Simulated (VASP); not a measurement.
Here is a VASP 6.6.1 calculation.

INCAR

```
SYSTEM = ScB4
PREC     = Accurate       ! precision mode
ENCUT    = 520            ! plane-wave cutoff, eV
EDIFF    = 1E-7           ! SCF threshold, eV
ISMEAR   = 0              ! smearing method
SIGMA    = 0.1            ! smearing width, eV
LREAL    = .False.        ! projectors in reciprocal space
LASPH    = .True.         ! aspherical terms in the spheres
NELM     = 100            ! most SCF steps
ALGO     = Fast           ! electronic algorithm
ISIF     = 2              ! what is computed and relaxed
LWAVE    = .False.        ! write WAVECAR
LCHARG   = .True.         ! write CHGCAR
GGA      = PE             ! functional
LELF     = .True.         ! ELF
LVHAR    = .True.       
NBANDS   = 20             ! bands
```

The input KPOINTS:

```
Automatic mesh
0
Gamma
  10 10 10
  0 0 0
```

Contents of POSCAR:

```
ScB4
1.0
    3.9187118832      0.0000000000      0.0000000000
    0.0000000000      3.9187118832      0.0000000000
    0.0000000000      0.0000000000      3.9187118832
Sc B
1 4
Direct
    0.0000000000      0.0000000000      0.0000000000
    0.3448636449      0.3448636449      0.3448636449
    0.6551363551      0.6551363551      0.3448636449
    0.3448636449      0.6551363551      0.6551363551
    0.6551363551      0.3448636449      0.6551363551
```

Potentials or basis: VASP PAW PBE potentials, release 64 (Sc_sv, B).

Command:

```bash
$ cat potpaw_PBE.64/Sc_sv/POTCAR potpaw_PBE.64/B/POTCAR > POTCAR
$ mpirun -np 1 vasp_std > vasp.out
```

Problem. Predict the pressure.

Solution. 0.1 GPa.

Problem. What does it give for the band gap on the k mesh?

Solution. Zero (an odd number of electrons rules out a gap without spin polarisation).

Forces in eV/Å, atoms in the order of the input:
```
Sc   0.000  0.000  0.000
B    0.003  0.003  0.003
B   -0.003 -0.003  0.003
B    0.003 -0.003 -0.003
B   -0.003  0.003 -0.003
```
